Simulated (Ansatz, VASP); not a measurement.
# Two plane-wave programs on SnO2

File INCAR:

```
ALGO = Normal ; EDIFF = 1E-6
ENCUT = 520 ; GGA = PE
ISIF = 2 ; ISMEAR = 0
LASPH = T ; LCHARG = T
LELF = T ; LREAL = F
LVHAR = T ; LWAVE = F
NBANDS = 35 ; NELM = 100
PREC = Accurate ; SIGMA = 0.05
```

Contents of KPOINTS:

```
k-points
0
Gamma
  6 6 8
```

The input POSCAR:

```
SnO2
1.0
    5.0811595089      0.0000000000      0.0000000000
    0.0000000000      5.0811595089      0.0000000000
    0.0000000000      0.0000000000      3.2379909407
Sn O
2 4
Direct
    0.0000000000      0.0000000000      0.0000000000
    0.5000000000      0.5000000000      0.5000000000
    0.3066050867      0.3066050867      0.0000000000
    0.1933949133      0.8066050867      0.5000000000
    0.6933949133      0.6933949133      0.0000000000
    0.8066050867      0.1933949133      0.5000000000
```

Input for Ansatz:

```yaml
crystal:
  lattice:
    - [5.0811595089, 0.0, 0.0]
    - [0.0, 5.0811595089, 0.0]
    - [0.0, 0.0, 3.2379909407]
  atoms:
    - { symbol: Sn, position: [0.0, 0.0, 0.0] }
    - { symbol: Sn, position: [0.5, 0.5, 0.5] }
    - { symbol: O, position: [0.3066050867, 0.3066050867, 0.0] }
    - { symbol: O, position: [0.1933949133, 0.8066050867, 0.5] }
    - { symbol: O, position: [0.6933949133, 0.6933949133, 0.0] }
    - { symbol: O, position: [0.8066050867, 0.1933949133, 0.5] }
basis:
  ecutwfc: 420
kpoints:
  mp_grid: { grid: [6, 6, 8] }
hamiltonian:
  xc: pbe
scf:
  occupations: { method: gaussian, width: 0.05 }
output:
  forces: true
  stress: true
  eigenvalues: true
```

Change from the starting cell: strain +0.0525 x Voigt [1, 1, 0, 0, 0, 0], atoms carried along.

Alike in both runs: task single point; functional PBE; k mesh 6 × 6 × 8; occupations gaussian, width 0.05 eV; no spin polarisation.

|  | VASP | Ansatz |
| --- | --- | --- |
| version | VASP 6.6.1 | Ansatz 0.2.0 |
| potentials or method | VASP PAW PBE potentials, release 64 (Sn_d, O), cutoff 520 eV | scalar-relativistic, plane waves, PAW |
| valence electrons in the cell | 52 | 52 |

VASP gave:

```
gap on the k mesh at the Fermi level (eV)                     : 0.08
least direct gap on the mesh (eV)                             : 0.08
pressure (GPa)                                                : -12.3
traceless stress, the component that is largest in VASP (GPa) : 2.53
rms of the force components (eV/Å)                            : 0.184
```

Question: Which values does Ansatz return?

Answer: gap on the k mesh at the Fermi level (eV): 0.06; least direct gap on the mesh (eV): 0.06; pressure (GPa): -12.6; traceless stress, the component that is largest in VASP (GPa): 2.30; rms of the force components (eV/Å): 0.198.

Atom by atom the forces differ by 0.014 eV/Å (rms over components). With one functional, cell and mesh, what is left measures potentials, basis and numerics.
